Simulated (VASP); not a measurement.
Here is a VASP 6.6.1 calculation.

File INCAR:

```
PREC = Accurate
ENCUT = 520
EDIFF = 1E-7
ISMEAR = 0
SIGMA = 0.1
LREAL = F
LASPH = T
NELM = 100
ALGO = Normal
ISIF = 2
LWAVE = F
LCHARG = F
GGA = PE
NBANDS = 20
```

Contents of KPOINTS:

```
Automatic mesh
0
Gamma
  6 6 8
```

File POSCAR:

```
NaLi5
1.0
    5.9217743120     -0.0000000289      0.0000000000
   -2.9608871310      5.1284070041      0.0000000000
    0.0000000000      0.0000000000      4.9376631000
Na Li
1 5
Direct
    0.0000000000      0.0000000000      0.0000000000
    0.3333333333      0.6666666667      0.0000000000
    0.6666666667      0.3333333333      0.0000000000
    0.5000000000      0.0000000000      0.5000000000
    0.5000000000      0.5000000000      0.5000000000
    0.0000000000      0.5000000000      0.5000000000
```

Potentials or basis: VASP PAW PBE potentials, release 64 (Na_pv, Li_sv).

Launch:

```sh
$ cat potpaw_PBE.64/Na_pv/POTCAR potpaw_PBE.64/Li_sv/POTCAR > POTCAR
$ mpirun -np 1 vasp_std > vasp.out
```

Estimate the band gap on the k mesh.

zero (bands 11 and 12 overlap by 1.46 eV).
